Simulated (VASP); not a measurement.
# Hg (Pm-3m) in VASP: a series of runs

The runs below take Hg through single point, relaxation of cell and atoms, with PBE.

Everything below comes from runs of VASP 6.6.1. Logs are shortened: lines on timing, memory, paths and dates and some standing lists are left out, and cuts for length are marked.

## (1) The cell of the first run

The structure is cubic, space group Pm-3m (No. 221). Conventional cell: a = 3.094 Å, b = 3.094 Å, c = 3.094 Å, α = 90.00°, β = 90.00°, γ = 90.00°. Hg (site symmetry m-3m) has 6 Hg at 3.09 Å within 4.1 Å.

## (2) Single point, PBE

INCAR

```
PREC = Accurate
ENCUT = 520
EDIFF = 1E-7
ISMEAR = -1
SIGMA = 0.1
LREAL = F
LASPH = T
NELM = 80
ALGO = Normal
ISIF = 2
LWAVE = F
LCHARG = F
GGA = PE
NBANDS = 12
```

KPOINTS

```
Automatic mesh
0
Gamma
  11 11 11
```

POSCAR

```
Hg
1.0
    3.0943672577      0.0000000000      0.0000000000
    0.0000000000      3.0943672577      0.0000000000
    0.0000000000      0.0000000000      3.0943672577
Hg
1
Direct
    0.0000000000      0.0000000000      0.0000000000
```

Potentials or basis: VASP PAW PBE potentials, release 64 (Hg).

Command:

```sh
> cat potpaw_PBE.64/Hg/POTCAR > POTCAR
> mpirun -np 1 vasp_std > vasp.out
```

OUTCAR:

```text
PREC = Accurate
   ENCUT = 520
   EDIFF = 1E-7
   ISMEAR = -1
   LREAL = F
   LASPH = T
   NELM = 80
   ISIF = 2
   GGA = PE

 ion  position               nearest neighbor table
   1  0.000  0.000  0.000-

  LATTYP: Found a simple cubic cell.
 ALAT       =     3.0943672577

  Lattice vectors:

 A1 = (   3.0943672577,   0.0000000000,   0.0000000000)
 A2 = (   0.0000000000,   3.0943672577,   0.0000000000)
 A3 = (   0.0000000000,   0.0000000000,   3.0943672577)

Analysis of symmetry for initial positions (statically):
=====================================================================
 Subroutine PRICEL returns:
 Original cell was already a primitive cell.

 Routine SETGRP: Setting up the symmetry group for a
 simple cubic supercell.

 Subroutine GETGRP returns: Found 48 space group operations
 (whereof 48 operations were pure point group operations)
 out of a pool of 48 trial point group operations.

The static configuration has the point symmetry O_h .

Analysis of symmetry for dynamics (positions and initial velocities):
=====================================================================
 Subroutine PRICEL returns:
 Original cell was already a primitive cell.

 Routine SETGRP: Setting up the symmetry group for a
 simple cubic supercell.

 Subroutine GETGRP returns: Found 48 space group operations
 (whereof 48 operations were pure point group operations)
 out of a pool of 48 trial point group operations.

The dynamic configuration has the point symmetry O_h .

 Subroutine INISYM returns: Found 48 space group operations
 (whereof 48 operations are pure point group operations),
 and found     1 'primitive' translations

----------------------------------------------------------------------------------------

                                     Primitive cell

  volume of cell :      29.6289

  direct lattice vectors                    reciprocal lattice vectors
     3.094367258  0.000000000  0.000000000     0.323167846  0.000000000  0.000000000
     0.000000000  3.094367258  0.000000000     0.000000000  0.323167846  0.000000000
     0.000000000  0.000000000  3.094367258     0.000000000  0.000000000  0.323167846

  length of vectors
     3.094367258  3.094367258  3.094367258     0.323167846  0.323167846  0.323167846

  position of ions in fractional coordinates (direct lattice)
     0.000000000  0.000000000  0.000000000

  ion indices of the primitive-cell ions
   primitive index   ion index
                 1           1

----------------------------------------------------------------------------------------

 KPOINTS: Automatic mesh

Automatic generation of k-mesh.
 Grid dimensions read from file:
 generate k-points for:   11   11   11

 Generating k-lattice:

  Cartesian coordinates                     Fractional coordinates (reciprocal lattice)
     0.029378895  0.000000000  0.000000000     0.090909091  0.000000000  0.000000000
     0.000000000  0.029378895  0.000000000     0.000000000  0.090909091  0.000000000
     0.000000000  0.000000000  0.029378895     0.000000000  0.000000000  0.090909091

  Length of vectors
     0.029378895  0.029378895  0.029378895

  Shift w.r.t. Gamma in fractional coordinates (k-lattice)
     0.000000000  0.000000000  0.000000000

 Subroutine IBZKPT returns following result:
 ===========================================

 Found     56 irreducible k-points:

 Following reciprocal coordinates:
            Coordinates               Weight
  0.000000  0.000000  0.000000      1.000000
  0.090909  0.000000  0.000000      6.000000
  0.181818  0.000000  0.000000      6.000000
  0.272727  0.000000  0.000000      6.000000
  0.363636  0.000000  0.000000      6.000000
  0.454545  0.000000  0.000000      6.000000
[... 16 lines left out ...]
  0.181818  0.090909  0.090909     24.000000
  0.272727  0.090909  0.090909     24.000000
 [... further k-points ...]
   k-points           NKPTS =     56   k-points in BZ     NKDIM =     56   number of bands    NBANDS=     12
   number of dos      NEDOS =    301   number of ions     NIONS =      1
   total plane-waves  NPLWV =  13824
   dimension x,y,z NGX =    24 NGY =   24 NGZ =   24
   dimension x,y,z NGXF=    48 NGYF=   48 NGZF=   48
   ions per type =               1
   NGX,Y,Z   is equivalent  to a cutoff of  12.89, 12.89, 12.89 a.u.
   NGXF,Y,Z  is equivalent  to a cutoff of  25.79, 25.79, 25.79 a.u.
 SYSTEM =  unknown system
   PREC   = accura    normal or accurate (medium, high low for compatibility)
   ISTART =      0    job   : 0-new  1-cont  2-samecut
   ICHARG =      2    charge: 1-file 2-atom 10-const
   ISPIN  =      1    spin polarized calculation?
   LNONCOLLINEAR =      F non collinear calculations
   LSORBIT =      F    spin-orbit coupling
   LASPH  =      T    aspherical Exc in radial PAW
   ENCUT  =  520.0 eV  38.22 Ry    6.18 a.u.   5.75  5.75  5.75*2*pi/ulx,y,z
   NELM   =     80;   NELMIN=  2; NELMDL= -5     # of ELM steps
   EDIFF  = 0.1E-06   stopping-criterion for ELM
   LREAL  =      F    real-space projection
   EDIFFG = 0.1E-05   stopping-criterion for IOM
   NSW    =      0    number of steps for IOM
   IBRION =     -1    ionic relax: 0-MD 1-quasi-New 2-CG
   NFREE  =      0    steps in history (QN), initial steepest desc. (CG)
   ISIF   =      2    stress and relaxation
   ISYM   =      2    0-nonsym 1-usesym 2-fastsym
   POTIM  = 0.5000    time-step for ionic-motion
   TEBEG  =    0.0;   TEEND  =   0.0 temperature during run
   PSTRESS=    0.0 pullay stress
   NELECT =      12.0000    total number of electrons
   NUPDOWN=      -1.0000    fix difference up-down
   EMIN   =  10.00;   EMAX   =-10.00  energy-range for DOS
   EFERMI =   0.00;   METHOD = LEGACY
   ISMEAR =    -1;   SIGMA  =   0.10  broadening in eV -4-tet -1-fermi 0-gaus
   EFERMI_NEDOS =   21; number of points for ismear=-14 and -15
   IALGO  =     38    algorithm
   IMIX   =      4    mixing-type and parameters
     AMIX     =   0.40;   BMIX     =  1.00
     AMIX_MAG =   1.60;   BMIX_MAG =  1.00
  volume/ion in A,a.u.               =      29.63       199.95
  Fermi-wavevector in a.u.,A,eV,Ry     =   1.211240  2.288911 19.961125  1.467101
  Thomas-Fermi vector in A             =   2.346761
   LORBIT       =      0    0 simple, 1 ext, 2 COOP (PROOUT), +10 PAW based schemes
   GGA     = PE    functional components
[... 5 lines left out ...]
 non-spin polarized calculation
  energy-cutoff  :      520.00
  volume of cell :       29.63
 maximum number of plane-waves:       812
 NGX is ok and might be reduce to    24
   NGX = 11   NGY = 11   NGZ = 11

 number of electron      11.9999995 magnetization

 Free energy of the ion-electron system (eV)
  ---------------------------------------------------
  ext. energy  EPLUGINS =         0.00000000
  ---------------------------------------------------
  free energy    TOTEN  =        -0.16835565 eV

  energy without entropy =       -0.15717519  energy(sigma->0) =       -0.16276542

 E-fermi :   1.2393     XC(G=0):  -9.5484

 val. band max:        1.2257516862   @ k =   0.4545   0.4545   0.1818
 cond. band min:       1.2853452514   @ k =   0.4545   0.1818   0.0909
 fundamental gap:      0.0595935652
 Fermi energy:         1.2392958825

 k-point     1 :       0.0000    0.0000    0.0000
  band No.  band energies     occupation
      1      -6.4211      2.00000
      2      -6.3078      2.00000
      3      -6.3078      2.00000
      4      -4.5697      2.00000
      5      -4.5697      2.00000
      6      -4.5697      2.00000
      7      10.8534      0.00000
      8      10.8534      0.00000
      9      10.8534      0.00000
     10      13.9924      0.00000
     11      15.8067      0.00000
     12      15.8067      0.00000

 k-point     2 :       0.0909    0.0000    0.0000
  band No.  band energies     occupation
      1      -6.3321      2.00000
      2      -6.2964      2.00000
      3      -6.1727      2.00000
      4      -4.6152      2.00000
      5      -4.6152      2.00000
      6      -4.5658      2.00000
      7       9.3653      0.00000
      8      11.0483      0.00000
      9      11.0483      0.00000
     10      14.5341      0.00000
     11      15.7800      0.00000
     12      16.9936      0.00000

 k-point     3 :       0.1818    0.0000    0.0000
  band No.  band energies     occupation
      1      -6.2658      2.00000
      2      -6.2368      2.00000
      3      -5.6110      2.00000
      4      -4.7349      2.00000
      5      -4.7349      2.00000
      6      -4.5556      2.00000
      7       6.9655      0.00000
      8      11.6049      0.00000
      9      11.6049      0.00000
     10      14.8732      0.00000
     11      15.7022      0.00000
     12      19.7642      0.00000
[... 286 lines left out ...]
 k-point    23 :       0.1818    0.0909    0.0909
  band No.  band energies     occupation
      1      -6.1410      2.00000
      2      -6.0491      2.00000
      3      -5.4922      2.00000
      4      -4.7789      2.00000
      5      -4.7470      2.00000
      6      -4.6427      2.00000
      7       7.2918      0.00000
      8      10.0792      0.00000
      9      10.3907      0.00000
     10      16.9268      0.00000
     11      17.0122      0.00000
     12      19.5846      0.00000

 k-point    24 :       0.2727    0.0909    0.0909
  band No.  band energies     occupation
      1      -6.1006      2.00000
      2      -5.9358      2.00000
      3      -5.0517      2.00000
      4      -4.9369      2.00000
      5      -4.6358      2.00000
      6      -4.4013      2.00000
      7       4.8990      0.00000
      8      10.8053      0.00000
      9      11.1662      0.00000
     10      16.5787      0.00000
     11      17.0242      0.00000
     12      19.4973      0.00000

 [... further k-points ...]
[... 5 lines left out ...]
  --------------------------------------------------------------------------------------
  -------------------------------------------------------------------------------------
  Total        0.0400929      0.0400929      0.0400929      0.0000000      0.0000000      0.0000000
  in kB        2.1680166      2.1680166      2.1680166      0.0000000      0.0000000      0.0000000
  external PRESSURE =       2.1680166 kB  Pullay stress =       0.0000000 kB

 VOLUME and BASIS-vectors are now :
 -----------------------------------------------------------------------------
  energy-cutoff  :      520.00
  volume of cell :       29.63
      direct lattice vectors                 reciprocal lattice vectors
     3.094367258  0.000000000  0.000000000     0.323167846  0.000000000  0.000000000
     0.000000000  3.094367258  0.000000000     0.000000000  0.323167846  0.000000000
     0.000000000  0.000000000  3.094367258     0.000000000  0.000000000  0.323167846

 POSITION                                       TOTAL-FORCE (eV/Angst)
 -----------------------------------------------------------------------------------
      0.00000      0.00000      0.00000         0.000000      0.000000      0.000000
 -----------------------------------------------------------------------------------
    total drift:                                0.000000      0.000000      0.000000

  FREE ENERGIE OF THE ION-ELECTRON SYSTEM (eV)
  ---------------------------------------------------
  free  energy   TOTEN  =        -0.1683556478 eV

  energy  without entropy=       -0.1571751892  energy(sigma->0) =       -0.16276542
```

Run time: 4.1 s. Hardware: 1 thread of Intel Xeon 6975P-C (Granite Rapids), shared host; peak memory 0.14 GiB.

Results:

- Free energy: -0.1684 eV
- Pressure: 0.2 GPa
- Band gap on the k mesh: zero (band 6 reaches 3.79 eV, above the bottom of band 7 at 0.44 eV)

Caveat: spin-orbit coupling is left out, which moves the levels of the heavy elements.

## (3) Single point, PBE (volume scaled by 1.04)

INCAR

```
ALGO = Normal ; EDIFF = 1E-6
ENCUT = 520 ; GGA = PE
ISIF = 2 ; ISMEAR = -1
LASPH = T ; LCHARG = T
LELF = T ; LREAL = F
LVHAR = T ; LWAVE = F
NBANDS = 12 ; NELM = 80
PREC = Accurate ; SIGMA = 0.1
```

KPOINTS

```
k-points
0
Gamma
  11 11 11
```

POSCAR

```
Hg
1.0
    3.1350872860      0.0000000000      0.0000000000
    0.0000000000      3.1350872860      0.0000000000
    0.0000000000      0.0000000000      3.1350872860
Hg
1
Direct
    0.0000000000      0.0000000000      0.0000000000
```

Potentials or basis: VASP PAW PBE potentials, release 64 (Hg).

Command:

```sh
> cat potpaw_PBE.64/Hg/POTCAR > POTCAR
> mpirun -np 1 vasp_std > vasp.out
```

Wall time 4.5 s (1 thread of Intel Xeon 6975P-C (Granite Rapids), shared host); peak memory 0.14 GiB.

The run converged. Its results:

| Quantity | Value |
| --- | --- |
| Free energy | -0.1686 eV |
| Pressure | -0.3 GPa |
| Band gap on the k mesh | zero (band 6 reaches 3.35 eV, above the bottom of band 7 at 0.31 eV) |

Levels at points of the mesh, in eV from the Fermi level:
| k point | band 2 | band 3 | band 4 | band 5 | band 6 | band 7 | band 8 | band 9 | band 10 | band 11 |
| --- | --- | --- | --- | --- | --- | --- | --- | --- | --- | --- |
| (0.00, 0.00, 0.00) | -7.41 | -7.41 | -5.80 | -5.80 | -5.80 | 9.40 | 9.40 | 9.40 | 12.41 | 14.22 |

Caveat: spin-orbit coupling is left out, which moves the levels of the heavy elements.

## (4) Single point, PBE (volume scaled by 1.08)

INCAR

```
SYSTEM = Hg
ALGO = Normal ; EDIFF = 1E-6
ENCUT = 520 ; GGA = PE
ISIF = 2 ; ISMEAR = -1
LASPH = .TRUE. ; LCHARG = .FALSE.
LREAL = .FALSE. ; LWAVE = .FALSE.
NBANDS = 12 ; NELM = 100
PREC = Accurate ; SIGMA = 0.1
```

KPOINTS

```
k-points
0
G
  11 11 11
  0 0 0
```

POSCAR

```
Hg
1.0
    3.1747761485      0.0000000000      0.0000000000
    0.0000000000      3.1747761485      0.0000000000
    0.0000000000      0.0000000000      3.1747761485
Hg
1
Direct
    0.0000000000      0.0000000000      0.0000000000
```

Command:

```sh
> cat potpaw_PBE.64/Hg/POTCAR > POTCAR
> mpirun -np 1 vasp_std > vasp.out
```

Run time: 4.2 s. Hardware: 1 thread of Intel Xeon 6975P-C (Granite Rapids), shared host; peak memory 0.14 GiB.

It converged, with:

```
Free energy            : -0.1657 eV
Pressure               : -0.6 GPa
Band gap on the k mesh : zero (band 6 reaches 2.95 eV, above the bottom of band 7 at 0.19 eV)
```

Levels at points of the mesh, in eV from the Fermi level:
```
           k point  band 4  band 5  band 6  band 7  band 8  band 9
(0.00, 0.00, 0.00)   -5.80   -5.80   -5.80    9.19    9.19    9.19
```

Caveat: spin-orbit coupling is left out, which moves the levels of the heavy elements.

## (5) Single point, PBE (volume scaled by 1.12)

INCAR

```
PREC     = Accurate       # precision mode
ENCUT    = 520            # plane-wave cutoff, eV
EDIFF    = 1E-6           # SCF threshold, eV
ISMEAR   = -1             # smearing method
SIGMA    = 0.1            # smearing width, eV
LREAL    = F              # projectors in reciprocal space
LASPH    = T              # aspherical terms in the spheres
NELM     = 80             # most SCF steps
ALGO     = Normal         # electronic algorithm
ISIF     = 2              # what is computed and relaxed
LWAVE    = F              # write WAVECAR
LCHARG   = F              # write CHGCAR
GGA      = PE             # functional
NBANDS   = 12             # bands
```

KPOINTS

```
Automatic mesh
0
Gamma
  11 11 11
```

POSCAR

```
Hg
1.0
    3.2134967469      0.0000000000      0.0000000000
    0.0000000000      3.2134967469      0.0000000000
    0.0000000000      0.0000000000      3.2134967469
Hg
1
Direct
    0.0000000000      0.0000000000      0.0000000000
```

Potentials or basis: VASP PAW PBE potentials, release 64 (Hg).

Command:

```sh
> cat potpaw_PBE.64/Hg/POTCAR > POTCAR
> mpirun -np 1 vasp_std > vasp.out
```

OUTCAR:

```text
PREC = Accurate
   ENCUT = 520
   EDIFF = 1E-6
   ISMEAR = -1
   LREAL = F
   LASPH = T
   NELM = 80
   ISIF = 2
   GGA = PE

 ion  position               nearest neighbor table
   1  0.000  0.000  0.000-

  LATTYP: Found a simple cubic cell.
 ALAT       =     3.2134967469

  Lattice vectors:

 A1 = (   3.2134967469,   0.0000000000,   0.0000000000)
 A2 = (   0.0000000000,   3.2134967469,   0.0000000000)
 A3 = (   0.0000000000,   0.0000000000,   3.2134967469)

[... 528 lines left out ...]
      3      -5.4870      2.00000
      4      -5.4303      2.00000
      5      -5.1937      2.00000
      6      -4.6716      2.00000
      7       4.0617      0.00000
      8       9.5230      0.00000
      9       9.8477      0.00000
     10      15.2376      0.00000
     11      15.3682      0.00000
     12      17.7262      0.00000

 [... further k-points ...]
[... 5 lines left out ...]
  --------------------------------------------------------------------------------------
  -------------------------------------------------------------------------------------
  Total       -0.1655359     -0.1655359     -0.1655359      0.0000000      0.0000000     -0.0000000
  in kB       -7.9922534     -7.9922534     -7.9922534      0.0000000      0.0000000     -0.0000000
  external PRESSURE =      -7.9922534 kB  Pullay stress =       0.0000000 kB

 VOLUME and BASIS-vectors are now :
 -----------------------------------------------------------------------------
  energy-cutoff  :      520.00
  volume of cell :       33.18
      direct lattice vectors                 reciprocal lattice vectors
     3.213496747  0.000000000  0.000000000     0.311187494  0.000000000  0.000000000
     0.000000000  3.213496747  0.000000000     0.000000000  0.311187494  0.000000000
     0.000000000  0.000000000  3.213496747     0.000000000  0.000000000  0.311187494

 POSITION                                       TOTAL-FORCE (eV/Angst)
 -----------------------------------------------------------------------------------
      0.00000      0.00000      0.00000         0.000000      0.000000      0.000000
 -----------------------------------------------------------------------------------
    total drift:                                0.000000      0.000000      0.000000

  FREE ENERGIE OF THE ION-ELECTRON SYSTEM (eV)
  ---------------------------------------------------
  free  energy   TOTEN  =        -0.1607884570 eV

  energy  without entropy=       -0.1496753173  energy(sigma->0) =       -0.15523189
```

OSZICAR:

```text
N       E                     dE             d eps       ncg     rms          rms(c)
DAV:   1     0.734956055240E+02    0.73496E+02   -0.61111E+03  1400   0.911E+02
DAV:   2     0.123610899697E+01   -0.72259E+02   -0.67441E+02  1492   0.219E+02
DAV:   3    -0.175960084857E+00   -0.14121E+01   -0.14113E+01  1584   0.346E+01
DAV:   4    -0.177690665350E+00   -0.17306E-02   -0.17305E-02  1480   0.129E+00
DAV:   5    -0.177694273775E+00   -0.36084E-05   -0.36085E-05  1608   0.547E-02    0.171E+00
DAV:   6    -0.161446634456E+00    0.16248E-01   -0.43474E-02  1572   0.222E+00    0.142E+00
DAV:   7    -0.160622928467E+00    0.82371E-03   -0.52004E-03  1516   0.637E-01    0.722E-01
DAV:   8    -0.160757282827E+00   -0.13435E-03   -0.58278E-04  1424   0.274E-01    0.210E-02
DAV:   9    -0.160783094956E+00   -0.25812E-04   -0.17686E-05  1440   0.347E-02    0.732E-03
DAV:  10    -0.160788440087E+00   -0.53451E-05   -0.65534E-06  1368   0.232E-02    0.119E-03
DAV:  11    -0.160788456986E+00   -0.16900E-07   -0.23051E-07  1296   0.332E-03
   1 F= -.16078846E+00 E0= -.15523189E+00  d E =-.111131E-01
```

It took 4.2 s on 1 thread of Intel Xeon 6975P-C (Granite Rapids), shared host; peak memory 0.14 GiB.

Results:

```
Free energy            : -0.1608 eV
Pressure               : -0.8 GPa
Band gap on the k mesh : zero (band 6 reaches 2.56 eV, above the bottom of band 7 at 0.10 eV)
```

Levels at points of the mesh, in eV from the Fermi level:
```csv
k point,band 4,band 5,band 6,band 7,band 8,band 9
"(0.00, 0.00, 0.00)",-5.79,-5.79,-5.79,9.00,9.00,9.00
```

Caveat: spin-orbit coupling is left out, which moves the levels of the heavy elements.

[end of part 1 of 2]
